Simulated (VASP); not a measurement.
# NaF (R-3m) in VASP: single point with HSE06

Aim: the single point of NaF with HSE06.

Program: VASP 6.6.1. These are calculated values, not measurements. Logs are shortened: lines on timing, memory, paths and dates and some standing lists are left out, and cuts for length are marked.

## (1) The cell of the first run

It takes space group R-3m (No. 166, trigonal). The conventional cell has a = 4.075 Å, b = 4.075 Å, c = 4.655 Å, α = 90.00°, β = 90.00°, γ = 120.00°. Na (site symmetry -3m) has 8 F at 2.33 to 2.48 Å and 6 Na at 2.82 Å within 3.1 Å. F (site symmetry -3m) has 8 Na at 2.33 to 2.48 Å and 6 F at 2.82 Å within 3.1 Å.

## (2) Single point, HSE06 (epitaxial 111 strain +3.1%)

Contents of POSCAR:

```
NaF
1.0
    2.8167409326     -0.0644597020     -0.0644597020
   -0.0644597020      2.8167409326     -0.0644597020
   -0.0644597020     -0.0644597020      2.8167409326
Na F
1 1
Direct
    0.0000000000      0.0000000000      0.0000000000
    0.5000000000      0.5000000000      0.5000000000
```

Contents of INCAR.step1:

```
PREC = Accurate ; ENCUT = 520
EDIFF = 1E-5 ; ISMEAR = 0
SIGMA = 0.01 ; LREAL = F
LASPH = T ; NELM = 80
ALGO = Normal ; ISIF = 2
LWAVE = T ; LCHARG = F
GGA = PE ; NBANDS = 14
```

Contents of INCAR.step2:

```
PREC = Accurate ; ENCUT = 520
EDIFF = 1E-6 ; ISMEAR = 0
SIGMA = 0.01 ; LREAL = F
LASPH = T ; NELM = 80
ALGO = Normal ; ISIF = 2
LWAVE = F ; LCHARG = F
GGA = PE ; LHFCALC = T
HFSCREEN = 0.2079 ; PRECFOCK = Normal
ISTART = 1 ; NBANDS = 14
```

Contents of KPOINTS:

```
regular mesh
0
Gamma
  6 6 6
```

Potentials or basis: VASP PAW PBE potentials, release 64 (Na_pv, F).

Launch:

```
$ cat potpaw_PBE.64/Na_pv/POTCAR potpaw_PBE.64/F/POTCAR > POTCAR
$ cp INCAR.step1 INCAR
$ mpirun -np 1 vasp_std > vasp.out
$ cp INCAR.step2 INCAR
$ mpirun -np 1 vasp_std > vasp.out
```

OUTCAR:

```text
PREC = Accurate
   ENCUT = 520
   EDIFF = 1E-6
   ISMEAR = 0
   LREAL = F
   LASPH = T
   NELM = 80
   ISIF = 2
   GGA = PE
   LHFCALC = T
   HFSCREEN = 0.2079
   PRECFOCK = Normal
   ISTART = 1

 ion  position               nearest neighbor table
   1  0.000  0.000  0.000-   2 2.33   2 2.33
   2  0.500  0.500  0.500-   1 2.33   1 2.33

  LATTYP: Found a trigonal (rhomboedric) cell.
 ALAT       =     2.8182156745
 COS(alpha) =    -0.0451979552

  Lattice vectors:

 A1 = (   2.8167409326,  -0.0644597020,  -0.0644597020)
 A2 = (  -0.0644597020,   2.8167409326,  -0.0644597020)
 A3 = (  -0.0644597020,  -0.0644597020,   2.8167409326)

Analysis of symmetry for initial positions (statically):
=====================================================================
 Subroutine PRICEL returns:
 Original cell was already a primitive cell.

 Routine SETGRP: Setting up the symmetry group for a
 trigonal (rhombohedral) supercell.

 Subroutine GETGRP returns: Found 12 space group operations
 (whereof 12 operations were pure point group operations)
 out of a pool of 12 trial point group operations.

The static configuration has the point symmetry D_3d.

Analysis of symmetry for dynamics (positions and initial velocities):
=====================================================================
 Subroutine PRICEL returns:
 Original cell was already a primitive cell.

 Routine SETGRP: Setting up the symmetry group for a
 trigonal (rhombohedral) supercell.

 Subroutine GETGRP returns: Found 12 space group operations
 (whereof 12 operations were pure point group operations)
 out of a pool of 12 trial point group operations.

The dynamic configuration has the point symmetry D_3d.

 Subroutine INISYM returns: Found 12 space group operations
 (whereof 12 operations are pure point group operations),
 and found     1 'primitive' translations

----------------------------------------------------------------------------------------

                                     Primitive cell

  volume of cell :      22.3125

  direct lattice vectors                    reciprocal lattice vectors
     2.816740933 -0.064459702 -0.064459702     0.355401191  0.008323661  0.008323661
    -0.064459702  2.816740933 -0.064459702     0.008323661  0.355401191  0.008323661
    -0.064459702 -0.064459702  2.816740933     0.008323661  0.008323661  0.355401191

  length of vectors
     2.818215674  2.818215674  2.818215674     0.355596081  0.355596081  0.355596081

  position of ions in fractional coordinates (direct lattice)
     0.000000000  0.000000000  0.000000000
     0.500000000  0.500000000  0.500000000

  ion indices of the primitive-cell ions
   primitive index   ion index
                 1           1
                 2           2

----------------------------------------------------------------------------------------

 KPOINTS: regular mesh

Automatic generation of k-mesh.
 Grid dimensions read from file:
 generate k-points for:    6    6    6

 Generating k-lattice:

  Cartesian coordinates                     Fractional coordinates (reciprocal lattice)
     0.059233532  0.001387277  0.001387277     0.166666667  0.000000000  0.000000000
     0.001387277  0.059233532  0.001387277     0.000000000  0.166666667  0.000000000
     0.001387277  0.001387277  0.059233532     0.000000000  0.000000000  0.166666667

  Length of vectors
     0.059266014  0.059266014  0.059266014

  Shift w.r.t. Gamma in fractional coordinates (k-lattice)
     0.000000000  0.000000000  0.000000000

 Subroutine IBZKPT returns following result:
 ===========================================

 Found     32 irreducible k-points:

 Following reciprocal coordinates:
            Coordinates               Weight
  0.000000  0.000000  0.000000      1.000000
  0.166667 -0.000000 -0.000000      6.000000
  0.333333 -0.000000 -0.000000      6.000000
  0.500000  0.000000  0.000000      3.000000
  0.166667  0.166667  0.000000      6.000000
  0.333333  0.166667 -0.000000     12.000000
[... 16 lines left out ...]
  0.500000  0.500000  0.166667      6.000000
 -0.333333  0.500000  0.166667     12.000000
 [... further k-points ...]
   k-points           NKPTS =     32   k-points in BZ     NKDIM =    216   number of bands    NBANDS=     14
   number of dos      NEDOS =    301   number of ions     NIONS =      2
   total plane-waves  NPLWV =  13824
   dimension x,y,z NGX =    24 NGY =   24 NGZ =   24
   dimension x,y,z NGXF=    48 NGYF=   48 NGZF=   48
   ions per type =               1   1
   NGX,Y,Z   is equivalent  to a cutoff of  14.16, 14.16, 14.16 a.u.
   NGXF,Y,Z  is equivalent  to a cutoff of  28.32, 28.32, 28.32 a.u.
 SYSTEM =  unknown system
   PREC   = accura    normal or accurate (medium, high low for compatibility)
   ISTART =      1    job   : 0-new  1-cont  2-samecut
   ICHARG =      0    charge: 1-file 2-atom 10-const
   ISPIN  =      1    spin polarized calculation?
   LNONCOLLINEAR =      F non collinear calculations
   LSORBIT =      F    spin-orbit coupling
   LASPH  =      T    aspherical Exc in radial PAW
   ENCUT  =  520.0 eV  38.22 Ry    6.18 a.u.   5.24  5.24  5.24*2*pi/ulx,y,z
   NELM   =     80;   NELMIN=  2; NELMDL=  0     # of ELM steps
   EDIFF  = 0.1E-05   stopping-criterion for ELM
   LREAL  =      F    real-space projection
   EDIFFG = 0.1E-04   stopping-criterion for IOM
   NSW    =      0    number of steps for IOM
   IBRION =     -1    ionic relax: 0-MD 1-quasi-New 2-CG
   NFREE  =      0    steps in history (QN), initial steepest desc. (CG)
   ISIF   =      2    stress and relaxation
   ISYM   =      3    0-nonsym 1-usesym 2-fastsym
   POTIM  = 0.5000    time-step for ionic-motion
   TEBEG  =    0.0;   TEEND  =   0.0 temperature during run
   PSTRESS=    0.0 pullay stress
   NELECT =      14.0000    total number of electrons
   NUPDOWN=      -1.0000    fix difference up-down
   EMIN   =  10.00;   EMAX   =-10.00  energy-range for DOS
   EFERMI =   0.00;   METHOD = LEGACY
   ISMEAR =     0;   SIGMA  =   0.01  broadening in eV -4-tet -1-fermi 0-gaus
   EFERMI_NEDOS =   21; number of points for ismear=-14 and -15
   IALGO  =     38    algorithm
   IMIX   =      1    mixing-type and parameters
     AMIX     =   0.40;   BMIX     =  1.00
     AMIX_MAG =   1.60;   BMIX_MAG =  1.00
  volume/ion in A,a.u.               =      11.16        75.29
  Fermi-wavevector in a.u.,A,eV,Ry     =   1.401528  2.648503 26.725652  1.964280
  Thomas-Fermi vector in A             =   2.524380
   LORBIT       =      0    0 simple, 1 ext, 2 COOP (PROOUT), +10 PAW based schemes
   GGA     = PE    functional components
   LHFCALC =     T    Hartree Fock is set to
   PRECFOCK=normal    Normal, Fast or Accurate (Low or Medium for compatibility)
   ENCUT4O =  -1.0   cutoff for four orbital integrals eV
   NKREDX  =     1    reduce k-point grid by
   NKREDY  =     1    reduce k-point grid by
   NKREDZ  =     1    reduce k-point grid by
   AEXX    =    0.2500 exact exchange contribution
   HFSCREEN=    0.2079 screening length (either q_TF or 0.3 A-1)
   HFSCREENC=   0.2079 screening length for correlation (either q_TF or 0.3 A-1)
   ENCUTFOCK=  -1.0 apply spherical cutoff to Coloumb kernel
   IVDW    =     0    specifies the selected vdW correction
   LEPSILON=     F    determine dielectric tensor
   LRPA    =     F    only Hartree local field effects (RPA)
 non-spin polarized calculation
 Gauss-broadening in eV      SIGMA  =   0.01
  energy-cutoff  :      520.00
  volume of cell :       22.31
 maximum number of plane-waves:       612
 NGX is ok and might be reduce to    24
  NGX = 16; NGY = 16; NGZ = 16

 number of electron      13.9999992 magnetization

 Free energy of the ion-electron system (eV)
  ---------------------------------------------------
  ext. energy  EPLUGINS =         0.00000000
  ---------------------------------------------------
  free energy    TOTEN  =        -9.99002638 eV

  energy without entropy =       -9.99002638  energy(sigma->0) =       -9.99002638

 E-fermi :  -2.3459     XC(G=0):  -8.0176

 val. band max:       -2.4182877293   @ k =   0.5000   0.5000   0.0000
 cond. band min:       5.7293879687   @ k =   0.0000   0.0000   0.0000
 fundamental gap:      8.1476756980
 Fermi energy:        -2.3459191949

 k-point     1 :       0.0000    0.0000    0.0000
  band No.  band energies     occupation
      1     -23.9501      2.00000
      2     -23.9501      2.00000
      3     -23.9442      2.00000
      4     -23.8306      2.00000
      5      -2.8417      2.00000
      6      -2.7061      2.00000
      7      -2.7061      2.00000
      8       5.7294      0.00000
      9      15.6127      0.00000
     10      15.6127      0.00000
     11      23.6381      0.00000
     12      23.6381      0.00000
     13      24.7583      0.00000
     14      30.7902      0.00000

 k-point     2 :       0.1667   -0.0000   -0.0000
  band No.  band energies     occupation
      1     -24.2955      2.00000
      2     -23.9438      2.00000
      3     -23.9415      2.00000
      4     -23.4567      2.00000
      5      -3.4344      2.00000
      6      -2.7659      2.00000
      7      -2.6710      2.00000
      8       6.6155      0.00000
      9      15.1550      0.00000
     10      16.1408      0.00000
     11      23.5629      0.00000
     12      24.0727      0.00000
     13      24.9652      0.00000
     14      27.8054      0.00000
[... 343 lines left out ...]
      1     -24.1687      2.00000
      2     -24.1448      2.00000
      3     -23.9582      2.00000
      4     -23.2389      2.00000
      5      -4.3325      2.00000
      6      -4.2154      2.00000
      7      -2.8760      2.00000
      8      12.1959      0.00000
      9      14.5193      0.00000
     10      15.4251      0.00000
     11      16.4014      0.00000
     12      21.5289      0.00000
     13      22.3726      0.00000
     14      27.7250      0.00000

 k-point    24 :      -0.3333    0.5000    0.1667
  band No.  band energies     occupation
      1     -24.3111      2.00000
      2     -24.0995      2.00000
      3     -23.9664      2.00000
      4     -23.1310      2.00000
      5      -4.4518      2.00000
      6      -3.8842      2.00000
      7      -2.9287      2.00000
      8      12.0582      0.00000
      9      13.3941      0.00000
     10      15.8253      0.00000
     11      18.3366      0.00000
     12      21.2714      0.00000
     13      22.3770      0.00000
     14      28.4538      0.00000

 [... further k-points ...]

------------------------ aborting loop because EDIFF is reached ----------------------------------------

  FORCE on cell =-STRESS in cart. coord.  units (eV):
  Direction    XX          YY          ZZ          XY          YZ          ZX
  --------------------------------------------------------------------------------------
  -------------------------------------------------------------------------------------
  Total        0.1195678      0.1195678      0.1195678      0.0645940      0.0645940      0.0645940
  in kB        8.5857341      8.5857341      8.5857341      4.6382609      4.6382609      4.6382609
  external PRESSURE =       8.5857341 kB  Pullay stress =       0.0000000 kB

 VOLUME and BASIS-vectors are now :
 -----------------------------------------------------------------------------
  energy-cutoff  :      520.00
  volume of cell :       22.31
      direct lattice vectors                 reciprocal lattice vectors
     2.816740933 -0.064459702 -0.064459702     0.355401191  0.008323661  0.008323661
    -0.064459702  2.816740933 -0.064459702     0.008323661  0.355401191  0.008323661
    -0.064459702 -0.064459702  2.816740933     0.008323661  0.008323661  0.355401191

 POSITION                                       TOTAL-FORCE (eV/Angst)
 -----------------------------------------------------------------------------------
      0.00000      0.00000      0.00000        -0.000000      0.000000      0.000000
      1.34391      1.34391      1.34391         0.000000     -0.000000     -0.000000
 -----------------------------------------------------------------------------------
    total drift:                                0.000003      0.000003      0.000004

  FREE ENERGIE OF THE ION-ELECTRON SYSTEM (eV)
  ---------------------------------------------------
  free  energy   TOTEN  =        -9.9900263776 eV

  energy  without entropy=       -9.9900263776  energy(sigma->0) =       -9.99002638
```

Wall time 12 min (1 thread of Intel Xeon Platinum 8559C (Emerald Rapids), shared host); peak memory 0.23 GiB.

Results:

| Property | Result |
| --- | --- |
| Free energy | -9.9900 eV |
| Pressure | 0.9 GPa |
| Band gap on the k mesh | 8.15 eV (least direct gap 8.44 eV) |

Levels at points of the mesh, in eV from the valence-band top:
```csv
k point,band 3,band 4,band 5,band 6,band 7,band 8,band 9,band 10,band 11,band 12
"(0.00, 0.00, 0.00)",-21.53,-21.41,-0.42,-0.29,-0.29,8.15,18.03,18.03,26.06,26.06
"(0.50, 0.00, 0.00)",-21.51,-20.55,-2.65,-0.28,-0.15,12.99,14.07,22.22,23.26,26.01
"(0.50, 0.50, 0.00)",-21.48,-20.89,-1.98,-1.84,0.00,14.13,17.14,17.88,18.03,25.87
"(0.50, 0.50, 0.50)",-21.70,-20.62,-1.71,-1.71,-1.62,16.14,16.14,17.55,21.44,21.44
```

Caveat: the cell differs from its parent crystal (epitaxial 111 strain +3.1%); the PAW data sets were made with another functional, which shifts forces and pressure a little.
